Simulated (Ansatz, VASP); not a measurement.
**Two plane-wave programs on AlNi**

INCAR

```
SYSTEM = AlNi
PREC = Accurate ; ENCUT = 520
EDIFF = 1E-7 ; ISMEAR = -1
SIGMA = 0.1 ; LREAL = .FALSE.
LASPH = .TRUE. ; NELM = 150
ALGO = Normal ; ISIF = 2
LWAVE = .FALSE. ; LCHARG = .TRUE.
ISPIN = 2 ; MAGMOM = 0 1
LORBIT = 11 ; LMAXMIX = 4
LELF = .TRUE. ; LVHAR = .TRUE.
NBANDS = 18
```

Contents of KPOINTS:

```
regular mesh
0
G
  9 9 9
  0 0 0
```

Contents of POSCAR:

```
AlNi
1.0
    2.8810000000      0.0000000000      0.0000000000
    0.0000000000      2.8810000000      0.0000000000
    0.0000000000      0.0000000000      2.8810000000
Al Ni
1 1
Direct
    0.0000000000      0.0000000000      0.0000000000
    0.5000000000      0.5000000000      0.5000000000
```

Input for Ansatz:

```yaml
crystal:
  lattice:
    - [2.881, 0.0, 0.0]
    - [0.0, 2.881, 0.0]
    - [0.0, 0.0, 2.881]
  atoms:
    - { symbol: Al, position: [0.0, 0.0, 0.0], spin: 0.0 }
    - { symbol: Ni, position: [0.5, 0.5, 0.5], spin: 1.0 }
basis:
  ecutwfc: 510.0
kpoints:
  mp_grid:
    grid: [9, 9, 9]
hamiltonian:
  xc: lda
magnetization:
  spin_polarized: true
scf:
  convergence:
    dr2_threshold: 1.0e-10
  occupations:
    method: fermi_dirac
output:
  stress: true
```

Alike in both runs: task single point; functional LDA; k mesh 9 × 9 × 9; collinear spin.

```csv
,VASP,Ansatz
version,VASP 6.6.1,Ansatz 0.2.0
potentials or method,"VASP PAW LDA potentials, release 64 (Al, Ni), cutoff 520 eV","plane waves, PAW"
occupations,"fermi-dirac, width 0.1 eV",fermi-dirac
valence electrons in the cell,13,21
```

|  | VASP | Ansatz | Ansatz less VASP |
| --- | --- | --- | --- |
| pressure (GPa) | -8.2 | -8.5 | -0.28 |
| net moment per atom (μB) | 0.00 | 0.00 | 0.000 |

LDA's correlation is that of Perdew and Zunger in VASP and of Perdew and Wang (1992) in Ansatz. VASP's potentials hold 13 valence electrons a cell and Ansatz's 21, so a difference there can come from the potentials and not from the codes. Ansatz's warnings: seeded moment not kept.
